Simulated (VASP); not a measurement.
Here is a VASP 6.6.1 calculation.

The input POSCAR:

```
Fe
1.0
    0.0000000000      1.9417396906      1.9651051623
    1.4984397099      0.0000000000      1.9651051623
    1.4984397099      1.9417396906      0.0000000000
Fe
1
Direct
    0.0000000000      0.0000000000      0.0000000000
```

INCAR.step1

```
SYSTEM = Fe
PREC     = Accurate       ! precision mode
ENCUT    = 520            ! plane-wave cutoff, eV
EDIFF    = 1E-5           ! SCF threshold, eV
ISMEAR   = -1             ! smearing method
SIGMA    = 0.05           ! smearing width, eV
LREAL    = .False.        ! projectors in reciprocal space
LASPH    = .True.         ! aspherical terms in the spheres
NELM     = 150            ! most SCF steps
ALGO     = Normal         ! electronic algorithm
ISIF     = 2              ! what is computed and relaxed
LWAVE    = .True.         ! write WAVECAR
LCHARG   = .False.        ! write CHGCAR
ISPIN    = 2              ! spin polarisation
MAGMOM   = 3              ! initial moments
LORBIT   = 11             ! projections on sites
LMAXMIX  = 4              ! l up to which the mixer works
NBANDS   = 14             ! bands
GGA      = PE             ! functional
```

Contents of INCAR.step2:

```
SYSTEM = Fe
PREC     = Accurate       ! precision mode
ENCUT    = 520            ! plane-wave cutoff, eV
EDIFF    = 1E-6           ! SCF threshold, eV
ISMEAR   = -1             ! smearing method
SIGMA    = 0.05           ! smearing width, eV
LREAL    = .False.        ! projectors in reciprocal space
LASPH    = .True.         ! aspherical terms in the spheres
NELM     = 150            ! most SCF steps
ALGO     = Normal         ! electronic algorithm
ISIF     = 2              ! what is computed and relaxed
LWAVE    = .False.        ! write WAVECAR
LCHARG   = .False.        ! write CHGCAR
ISPIN    = 2              ! spin polarisation
MAGMOM   = 3              ! initial moments
LORBIT   = 11             ! projections on sites
LMAXMIX  = 4              ! l up to which the mixer works
METAGGA  = R2SCAN         ! meta-GGA
LHFCALC  = .True.         ! exact exchange
AEXX     = 0.1            ! exact-exchange fraction
LMIXTAU  = .True.       
PRECFOCK = Normal       
NBANDS   = 14             ! bands
ISTART   = 1
```

KPOINTS

```
Automatic mesh
0
Gamma
  7 7 7
  0 0 0
```

Potentials or basis: VASP PAW PBE potentials, release 64 (Fe).

The run is started by

```bash
$ cat potpaw_PBE.64/Fe/POTCAR > POTCAR
$ cp INCAR.step1 INCAR
$ mpirun -np 1 vasp_std > vasp.out
$ cp INCAR.step2 INCAR
$ mpirun -np 1 vasp_std > vasp.out
```

**Question.** What does it give for the site moments?

**Answer.** Fe +2.92 μB.

**Question.** What does it give for the net moment?

**Answer.** 2.87 μB per cell.

Stress tensor (GPa, compression positive):
```
10.25  0.00  0.00
 0.00 15.40  0.00
 0.00  0.00 14.79
```

Caveat: the k points lie up to 0.44 Å⁻¹ apart; the PAW data sets were made with another functional, which shifts forces and pressure a little.
